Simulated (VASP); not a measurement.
Runs of VASP 6.6.1 on TaN. The structure is that of space group Fm-3m (No. 225), or close to it. The cells are those of the table. 

| task | potentials or basis | cell | k mesh | cutoff (eV) | smearing | second run | gap on the mesh (eV) | pressure (GPa) | relaxed volume (Å³/atom) |
| --- | --- | --- | --- | --- | --- | --- | --- | --- | --- |
| relaxation of cell and atoms | VASP PAW LDA potentials, release 64 (Ta_pv, N) | relaxed from a = 3.082 Å, angles 60.0°, 2 atoms | 16 × 16 × 16 | 600 | gaussian 0.1 eV | - | none | 0.1 | 10.33 |
| single point | VASP PAW LDA potentials, release 64 (Ta_pv, N) | a = 3.076 Å, angles 60.0°, 2 atoms | 16 × 16 × 16 | 520 | fermi-dirac 0.15 eV | - | none | 2.1 | - |
| single point | VASP PAW LDA potentials, release 64 (Ta_pv, N) | a = 3.045 Å, angles 60.0°, 2 atoms | 16 × 16 × 16 | 520 | fermi-dirac 0.15 eV | - | none | 14.3 | - |
| single point | VASP PAW LDA potentials, release 64 (Ta_sv_GW, N) | a = 3.082 Å, angles 60.0°, 2 atoms | 8 × 8 × 8 | 600 | gaussian 0.1 eV | valence_matched | none | -1.1 | - |
| relaxation of cell and atoms | VASP PAW LDA potentials, release 64 (Ta_pv, N) | relaxed to 12 GPa from a = 3.076 Å, angles 60.0°, 2 atoms | 16 × 16 × 16 | 600 | fermi-dirac 0.15 eV | - | none | 12.0 | - |
| single point | VASP PAW LDA potentials, release 64 (Ta_sv_GW, N) | a = 3.075 Å, angles 60.0°, 2 atoms | 16 × 16 × 16 | 600 | gaussian 0.1 eV | valence_matched | none | (b) | - |
| relaxation of cell and atoms | VASP PAW LDA potentials, release 64 (Ta_pv, N) | relaxed from a = 3.075 Å, angles 60.0°, 2 atoms | 16 × 16 × 16 | 600 | fermi-dirac 0.15 eV | - | none | 0.0 | (a) |

Alike in all rows: level LDA; no spin polarisation.

Estimate the missing entries.

(a) 10.34; (b) 1.2.

Caveats: spin-orbit coupling is left out, which moves the levels of the heavy elements; the cell is relaxed towards a set pressure, so the enthalpy falls and the energy may rise (some runs).

A k mesh can miss the band edges, and the runs leave out spin-orbit coupling on Ta.

A gap of «none» marks levels without a gap at the run's occupations.

The runs don't all hold the same shells in valence.
